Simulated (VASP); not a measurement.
# NaAg2 (Fd-3m) in VASP: single point with LDA

Aim: the single point of NaAg2 with LDA.

Everything below comes from runs of VASP 6.6.1. Logs are shortened: lines on timing, memory, paths and dates and some standing lists are left out, and cuts for length are marked.

### Step 1. The cell of the first run

It takes space group Fd-3m (No. 227, cubic). The conventional cell has a = 7.923 Å, b = 7.923 Å, c = 7.923 Å, α = 90.00°, β = 90.00°, γ = 90.00°. Na (site symmetry -43m) has 12 Ag at 3.28 Å and 4 Na at 3.43 Å within 4.3 Å. Within 3.7 Å of Ag (site symmetry -3m) lie 6 Ag at 2.80 Å and 6 Na at 3.28 Å.

### Step 2. Single point, LDA

The input, INCAR:

```
SYSTEM = NaAg2
PREC = Accurate
ENCUT = 520
EDIFF = 1E-6
ISMEAR = -1
SIGMA = 0.1
LREAL = .FALSE.
LASPH = .TRUE.
NELM = 60
ALGO = Normal
ISIF = 2
LWAVE = .FALSE.
LCHARG = .FALSE.
GGA = CA
NBANDS = 38
```

The input, KPOINTS:

```
regular mesh
0
G
  5 5 5
  0 0 0
```

The input, POSCAR:

```
NaAg2
1.0
    0.0000000000      3.9615000000      3.9615000000
    3.9615000000      0.0000000000      3.9615000000
    3.9615000000      3.9615000000      0.0000000000
Na Ag
2 4
Direct
    0.0000000000      0.0000000000      0.0000000000
    0.2500000000      0.2500000000      0.2500000000
    0.6250000000      0.6250000000      0.6250000000
    0.1250000000      0.6250000000      0.6250000000
    0.6250000000      0.6250000000      0.1250000000
    0.6250000000      0.1250000000      0.6250000000
```

Potentials or basis: VASP PAW LDA potentials, release 64 (Na_pv, Ag).

Launch:

```console
> cat potpaw_LDA.64/Na_pv/POTCAR potpaw_LDA.64/Ag/POTCAR > POTCAR
> mpirun -np 1 vasp_std > vasp.out
```

OUTCAR:

```text
SYSTEM = NaAg2
   PREC = Accurate
   ENCUT = 520
   EDIFF = 1E-6
   ISMEAR = -1
   LREAL = .FALSE.
   LASPH = .TRUE.
   NELM = 60
   ISIF = 2
   GGA = CA

 ion  position               nearest neighbor table
   1  0.000  0.000  0.000-
   2  0.250  0.250  0.250-
   3  0.625  0.625  0.625-   4 2.80   5 2.80   6 2.80   5 2.80   6 2.80   4 2.80
   4  0.125  0.625  0.625-   3 2.80   5 2.80   6 2.80   3 2.80   5 2.80   6 2.80
   5  0.625  0.625  0.125-   3 2.80   3 2.80   4 2.80   6 2.80   6 2.80   4 2.80
   6  0.625  0.125  0.625-   3 2.80   5 2.80   3 2.80   4 2.80   5 2.80   4 2.80

  LATTYP: Found a face centered cubic cell.
 ALAT       =     7.9230000000

  Lattice vectors:

 A1 = (   0.0000000000,   3.9615000000,   3.9615000000)
 A2 = (   3.9615000000,   0.0000000000,   3.9615000000)
 A3 = (   3.9615000000,   3.9615000000,   0.0000000000)

Analysis of symmetry for initial positions (statically):
=====================================================================
 Subroutine PRICEL returns:
 Original cell was already a primitive cell.

 Routine SETGRP: Setting up the symmetry group for a
 face centered cubic supercell.

 Subroutine GETGRP returns: Found 48 space group operations
 (whereof 24 operations were pure point group operations)
 out of a pool of 48 trial point group operations.

The static configuration has the point symmetry T_d .
 The point group associated with its full space group is O_h .

Analysis of symmetry for dynamics (positions and initial velocities):
=====================================================================
 Subroutine PRICEL returns:
 Original cell was already a primitive cell.

 Routine SETGRP: Setting up the symmetry group for a
 face centered cubic supercell.

 Subroutine GETGRP returns: Found 48 space group operations
 (whereof 24 operations were pure point group operations)
 out of a pool of 48 trial point group operations.

The dynamic configuration has the point symmetry T_d .
 The point group associated with its full space group is O_h .

 Subroutine INISYM returns: Found 48 space group operations
 (whereof 24 operations are pure point group operations),
 and found     1 'primitive' translations

----------------------------------------------------------------------------------------

                                     Primitive cell

  volume of cell :     124.3395

  direct lattice vectors                    reciprocal lattice vectors
     0.000000000  3.961500000  3.961500000    -0.126214818  0.126214818  0.126214818
     3.961500000  0.000000000  3.961500000     0.126214818 -0.126214818  0.126214818
     3.961500000  3.961500000  0.000000000     0.126214818  0.126214818 -0.126214818

  length of vectors
     5.602407027  5.602407027  5.602407027     0.218610477  0.218610477  0.218610477

  position of ions in fractional coordinates (direct lattice)
     0.000000000  0.000000000  0.000000000
     0.250000000  0.250000000  0.250000000
     0.625000000  0.625000000  0.625000000
     0.125000000  0.625000000  0.625000000
     0.625000000  0.625000000  0.125000000
     0.625000000  0.125000000  0.625000000

  ion indices of the primitive-cell ions
   primitive index   ion index
                 1           1
                 2           2
                 3           3
                 4           4
                 5           5
                 6           6

----------------------------------------------------------------------------------------

 KPOINTS: regular mesh

Automatic generation of k-mesh.
 Grid dimensions read from file:
 generate k-points for:    5    5    5

 Generating k-lattice:

  Cartesian coordinates                     Fractional coordinates (reciprocal lattice)
    -0.025242964  0.025242964  0.025242964     0.200000000  0.000000000  0.000000000
     0.025242964 -0.025242964  0.025242964     0.000000000  0.200000000  0.000000000
     0.025242964  0.025242964 -0.025242964     0.000000000  0.000000000  0.200000000

  Length of vectors
     0.043722095  0.043722095  0.043722095

  Shift w.r.t. Gamma in fractional coordinates (k-lattice)
     0.000000000  0.000000000  0.000000000

 Subroutine IBZKPT returns following result:
 ===========================================

 Found     10 irreducible k-points:

 Following reciprocal coordinates:
            Coordinates               Weight
  0.000000  0.000000  0.000000      1.000000
  0.200000  0.000000  0.000000      8.000000
  0.400000  0.000000  0.000000      8.000000
  0.200000  0.200000  0.000000      6.000000
  0.400000  0.200000  0.000000     24.000000
 -0.400000  0.200000  0.000000     24.000000
 -0.200000  0.200000  0.000000     12.000000
  0.400000  0.400000  0.000000      6.000000
 -0.400000  0.400000  0.000000     12.000000
 -0.400000  0.400000  0.200000     24.000000
   k-points           NKPTS =     10   k-points in BZ     NKDIM =     10   number of bands    NBANDS=     38
   number of dos      NEDOS =    301   number of ions     NIONS =      6
   total plane-waves  NPLWV =  74088
   dimension x,y,z NGX =    42 NGY =   42 NGZ =   42
   dimension x,y,z NGXF=    84 NGYF=   84 NGZF=   84
   ions per type =               2   4
   NGX,Y,Z   is equivalent  to a cutoff of  12.46, 12.46, 12.46 a.u.
   NGXF,Y,Z  is equivalent  to a cutoff of  24.93, 24.93, 24.93 a.u.
 SYSTEM =  NaAg2
   PREC   = accura    normal or accurate (medium, high low for compatibility)
   ISTART =      0    job   : 0-new  1-cont  2-samecut
   ICHARG =      2    charge: 1-file 2-atom 10-const
   ISPIN  =      1    spin polarized calculation?
   LNONCOLLINEAR =      F non collinear calculations
   LSORBIT =      F    spin-orbit coupling
   LASPH  =      T    aspherical Exc in radial PAW
   ENCUT  =  520.0 eV  38.22 Ry    6.18 a.u.  10.42 10.42 10.42*2*pi/ulx,y,z
   NELM   =     60;   NELMIN=  2; NELMDL= -5     # of ELM steps
   EDIFF  = 0.1E-05   stopping-criterion for ELM
   LREAL  =      F    real-space projection
   EDIFFG = 0.1E-04   stopping-criterion for IOM
   NSW    =      0    number of steps for IOM
   IBRION =     -1    ionic relax: 0-MD 1-quasi-New 2-CG
   NFREE  =      0    steps in history (QN), initial steepest desc. (CG)
   ISIF   =      2    stress and relaxation
   ISYM   =      2    0-nonsym 1-usesym 2-fastsym
   POTIM  = 0.5000    time-step for ionic-motion
   TEBEG  =    0.0;   TEEND  =   0.0 temperature during run
   PSTRESS=    0.0 pullay stress
   NELECT =      58.0000    total number of electrons
   NUPDOWN=      -1.0000    fix difference up-down
   EMIN   =  10.00;   EMAX   =-10.00  energy-range for DOS
   EFERMI =   0.00;   METHOD = LEGACY
   ISMEAR =    -1;   SIGMA  =   0.10  broadening in eV -4-tet -1-fermi 0-gaus
   EFERMI_NEDOS =   21; number of points for ismear=-14 and -15
   IALGO  =     38    algorithm
   IMIX   =      4    mixing-type and parameters
     AMIX     =   0.40;   BMIX     =  1.00
     AMIX_MAG =   1.60;   BMIX_MAG =  1.00
  volume/ion in A,a.u.               =      20.72       139.85
  Fermi-wavevector in a.u.,A,eV,Ry     =   1.269642  2.399275 21.932455  1.611990
  Thomas-Fermi vector in A             =   2.402672
   LORBIT       =      0    0 simple, 1 ext, 2 COOP (PROOUT), +10 PAW based schemes
   GGA     = CA    functional components
   LHFCALC =     F    Hartree Fock is set to
   AEXX    =    0.0000 exact exchange contribution
   IVDW    =     0    specifies the selected vdW correction
   LEPSILON=     F    determine dielectric tensor
   LRPA    =     F    only Hartree local field effects (RPA)
 non-spin polarized calculation
  energy-cutoff  :      520.00
  volume of cell :      124.34
 maximum number of plane-waves:      3383
 NGX is ok and might be reduce to    42
   NGX = 21   NGY = 21   NGZ = 21

 number of electron      58.0000015 magnetization

 Free energy of the ion-electron system (eV)
  ---------------------------------------------------
  ext. energy  EPLUGINS =         0.00000000
  ---------------------------------------------------
  free energy    TOTEN  =       -18.39665809 eV

  energy without entropy =      -18.36987473  energy(sigma->0) =      -18.38326641

 E-fermi :   4.8093     XC(G=0): -10.3915

 val. band max:        4.2135308875   @ k =   0.4000   0.2000   0.0000
 cond. band min:       4.8855907363   @ k =   0.4000   0.4000   0.0000
 fundamental gap:      0.6720598488
 Fermi energy:         4.8092695070

 k-point     1 :       0.0000    0.0000    0.0000
  band No.  band energies     occupation
      1     -19.4345      2.00000
      2     -19.4345      2.00000
      3     -19.4345      2.00000
      4     -19.4099      2.00000
      5     -19.4099      2.00000
      6     -19.4099      2.00000
[... 30 lines left out ...]
     37       9.7991      0.00000
     38      11.4346      0.00000

 k-point     2 :       0.2000    0.0000    0.0000
  band No.  band energies     occupation
      1     -19.4354      2.00000
      2     -19.4354      2.00000
      3     -19.4343      2.00000
      4     -19.4105      2.00000
      5     -19.4090      2.00000
      6     -19.4090      2.00000
[... 30 lines left out ...]
     37      10.6298      0.00000
     38      11.1810      0.00000

 k-point     3 :       0.4000    0.0000    0.0000
  band No.  band energies     occupation
      1     -19.4368      2.00000
      2     -19.4368      2.00000
      3     -19.4344      2.00000
      4     -19.4108      2.00000
      5     -19.4076      2.00000
      6     -19.4076      2.00000
[... 30 lines left out ...]
     37      11.6482      0.00000
[... 207 lines left out ...]
 k-point     9 :      -0.4000    0.4000    0.0000
  band No.  band energies     occupation
      1     -19.4405      2.00000
      2     -19.4393      2.00000
      3     -19.4246      2.00000
      4     -19.4204      2.00000
      5     -19.4053      2.00000
      6     -19.4044      2.00000
[... 30 lines left out ...]
     37      13.1116      0.00000
     38      13.4380      0.00000

 k-point    10 :      -0.4000    0.4000    0.2000
  band No.  band energies     occupation
      1     -19.4402      2.00000
      2     -19.4391      2.00000
      3     -19.4263      2.00000
      4     -19.4185      2.00000
      5     -19.4056      2.00000
      6     -19.4047      2.00000
[... 30 lines left out ...]
     37      12.2899      0.00000
     38      12.4785      0.00000

------------------------ aborting loop because EDIFF is reached ----------------------------------------

  FORCE on cell =-STRESS in cart. coord.  units (eV):
  Direction    XX          YY          ZZ          XY          YZ          ZX
  --------------------------------------------------------------------------------------
  -------------------------------------------------------------------------------------
  Total       -3.4468177     -3.4468177     -3.4468177      0.0000000      0.0000000      0.0000000
  in kB      -44.4140038    -44.4140038    -44.4140038      0.0000000      0.0000000      0.0000000
  external PRESSURE =     -44.4140038 kB  Pullay stress =       0.0000000 kB

 VOLUME and BASIS-vectors are now :
 -----------------------------------------------------------------------------
  energy-cutoff  :      520.00
  volume of cell :      124.34
      direct lattice vectors                 reciprocal lattice vectors
     0.000000000  3.961500000  3.961500000    -0.126214818  0.126214818  0.126214818
     3.961500000  0.000000000  3.961500000     0.126214818 -0.126214818  0.126214818
     3.961500000  3.961500000  0.000000000     0.126214818  0.126214818 -0.126214818

 POSITION                                       TOTAL-FORCE (eV/Angst)
 -----------------------------------------------------------------------------------
      0.00000      0.00000      0.00000         0.000000      0.000000      0.000000
      1.98075      1.98075      1.98075        -0.000000     -0.000000     -0.000000
      4.95188      4.95188      4.95188        -0.000000     -0.000000      0.000000
      4.95188      2.97113      2.97113        -0.000000     -0.000000      0.000000
      2.97113      2.97113      4.95188        -0.000000     -0.000000      0.000000
      2.97113      4.95188      2.97113        -0.000000     -0.000000      0.000000
 -----------------------------------------------------------------------------------
    total drift:                                0.000000      0.000000      0.000000

  FREE ENERGIE OF THE ION-ELECTRON SYSTEM (eV)
  ---------------------------------------------------
  free  energy   TOTEN  =       -18.3966580924 eV

  energy  without entropy=      -18.3698747312  energy(sigma->0) =      -18.38326641
```

It took 36 s on 1 thread of AMD EPYC 7R43 (Zen 3), shared host; peak memory 0.18 GiB.

What came out:

```yaml
Free_energy: -18.3967 eV
Pressure: -4.4 GPa
Band_gap_on_the_k_mesh: zero (band 29 reaches 5.86 eV, above the bottom of band 30 at 4.07 eV)
```
